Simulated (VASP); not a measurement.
ScPd, 2 atoms in the cell. The structure is trigonal, space group R-3m (No. 166). Conventional cell: a = 4.666 Å, b = 4.666 Å, c = 5.629 Å, α = 90.00°, β = 90.00°, γ = 120.00°. Within 3.7 Å of Sc (site symmetry -3m) lie 8 Pd at 2.81 to 2.85 Å and 6 Sc at 3.28 Å. Pd (site symmetry -3m) has 8 Sc at 2.81 to 2.85 Å and 6 Pd at 3.28 Å within 3.7 Å.  This cell differs from its parent crystal: equal xy, yz and zx shear strains of -1 %.

```yaml
Program: VASP 6.6.1
Task: electric field gradients
Functional: PBEsol
Potentials_or_basis: VASP PAW PBE potentials, release 64 (Sc_sv, Pd)
Cutoff: 520 eV
k_mesh: 12 × 12 × 12
Occupations: fermi-dirac, width 0.05 eV
Spin: no spin polarisation
Dipole_correction: no
Further_INCAR_settings: ALGO = Normal; EDIFF = 1e-08; NBANDS = 18
```

Potentials or basis: VASP PAW PBE potentials, release 64 (Sc_sv, Pd).

Run with:

```console
$ cat potpaw_PBE.64/Sc_sv/POTCAR potpaw_PBE.64/Pd/POTCAR > POTCAR
$ mpirun -np 1 vasp_std > vasp.out
```

Hardware: 1 thread of Intel(R) Xeon(R) 6975P-C (Granite Rapids), on a shared host.

**Question.** How long does it take, and how much memory?

**Answer.** Run time: 29 s on 1 thread of Intel(R) Xeon(R) 6975P-C (Granite Rapids), on a shared host, peak memory 0.24 GiB. Counts: scf iterations 15, k points 189.
